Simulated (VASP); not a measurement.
Set up this calculation in VASP 6.6.1, as the native input.

* Task: single point
* Functional: BLYP
* Potentials or basis: VASP PAW PBE potentials, release 64 (Pt)
* Cutoff: 520 eV
* k mesh: 12 × 12 × 12
* Occupations: fermi-dirac, width 0.05 eV
* Spin: no spin polarisation
* Dipole correction: no
* Further INCAR settings: ALGO = Normal; EDIFF = 1e-06; NBANDS = 11

The structure of Pt lies in POSCAR:

```
Pt
1.0
    0.0000000000      1.9609000000      1.9609000000
    1.9609000000      0.0000000000      1.9609000000
    1.9609000000      1.9609000000      0.0000000000
Pt
1
Direct
    0.0000000000      0.0000000000      0.0000000000
```

The input as run:

INCAR

```
SYSTEM = Pt
PREC = Accurate
ENCUT = 520
EDIFF = 1E-6
ISMEAR = -1
SIGMA = 0.05
LREAL = .False.
LASPH = .True.
NELM = 80
ALGO = Normal
ISIF = 2
LWAVE = .False.
LCHARG = .True.
GGA = B5
ALDAX = 1.0
AGGAX = 1.0
AGGAC = 1.0
ALDAC = 0.0
LELF = .True.
LVHAR = .True.
NBANDS = 11
```

KPOINTS

```
Automatic mesh
0
Gamma
  12 12 12
  0 0 0
```

Potentials or basis: VASP PAW PBE potentials, release 64 (Pt).

Launch:

```console
$ cat potpaw_PBE.64/Pt/POTCAR > POTCAR
$ mpirun -np 1 vasp_std > vasp.out
```

It gave:

- Pressure: 27.1 GPa
- Band gap on the k mesh: zero (band 5 reaches 12.37 eV, above the bottom of band 6 at 10.11 eV)

Caveat: the PAW data sets were made with another functional, which shifts forces and pressure a little; spin-orbit coupling is left out, which moves the levels of the heavy elements.

It took 23 s on 1 thread of Intel Xeon 8259CL (shared host), peak memory 0.14 GiB.
